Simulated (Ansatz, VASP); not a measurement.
# Two plane-wave programs on CaO

POSCAR

```
CaO
1.0
   -0.7742961514      2.1293144162      2.1293144162
    2.1293144162     -0.7742961514      2.1293144162
    2.1293144162      2.1293144162     -0.7742961514
Ca O
1 1
Direct
    0.0000000000      0.0000000000      0.0000000000
    0.5000000000      0.5000000000      0.5000000000
```

Contents of INCAR.step1:

```
ALGO = Normal ; EDIFF = 1E-4
ENCUT = 520 ; GGA = PE
ISMEAR = 0 ; LASPH = True
LCHARG = False ; LREAL = False
LWAVE = True ; NBANDS = 15
NELM = 100 ; PREC = Accurate
SIGMA = 0.05
```

INCAR.step2

```
ALGO = Normal ; EDIFF = 1E-7
ENCUT = 520 ; ISIF = 2
ISMEAR = 0 ; ISTART = 1
LASPH = True ; LCHARG = False
LMIXTAU = True ; LREAL = False
LWAVE = False ; METAGGA = R2SCAN
NBANDS = 15 ; NELM = 100
PREC = Accurate ; SIGMA = 0.05
```

The input KPOINTS:

```
k-points
0
Gamma
  10 10 10
```

Input for Ansatz:

```yaml
crystal:
  lattice:
    - [-0.7742961514, 2.1293144162, 2.1293144162]
    - [2.1293144162, -0.7742961514, 2.1293144162]
    - [2.1293144162, 2.1293144162, -0.7742961514]
  atoms:
    - { symbol: Ca, position: [0.0, 0.0, 0.0] }
    - { symbol: O, position: [0.5, 0.5, 0.5] }
basis:
  ecutwfc: 500
kpoints:
  mp_grid: { grid: [10, 10, 10] }
hamiltonian:
  xc: r2scan
scf:
  occupations: { method: gaussian, width: 0.05 }
output:
  forces: true
  stress: true
  eigenvalues: true
```

Alike in both runs: task single point; functional r2SCAN; k mesh 10 × 10 × 10; occupations gaussian, width 0.05 eV; no spin polarisation.

```csv
,VASP,Ansatz
version,VASP 6.6.1,Ansatz 0.2.0
potentials or method,"VASP PAW PBE potentials, release 64 (Ca_sv, O), cutoff 520 eV","scalar-relativistic, plane waves, PAW"
valence electrons in the cell,16,16
```

Ansatz gave:

```
gap on the k mesh at the Fermi level (eV)                     : 3.66
least direct gap on the mesh (eV)                             : 3.68
pressure (GPa)                                                : -13.2
traceless stress, the component that is largest in VASP (GPa) : 4.38
```

Problem. What did VASP give for the same quantities?

Solution. gap on the k mesh at the Fermi level (eV): 3.66; least direct gap on the mesh (eV): 3.68; pressure (GPa): -12.7; traceless stress, the component that is largest in VASP (GPa): 4.26.

VASP's potentials were made for PBE, not for r2SCAN.
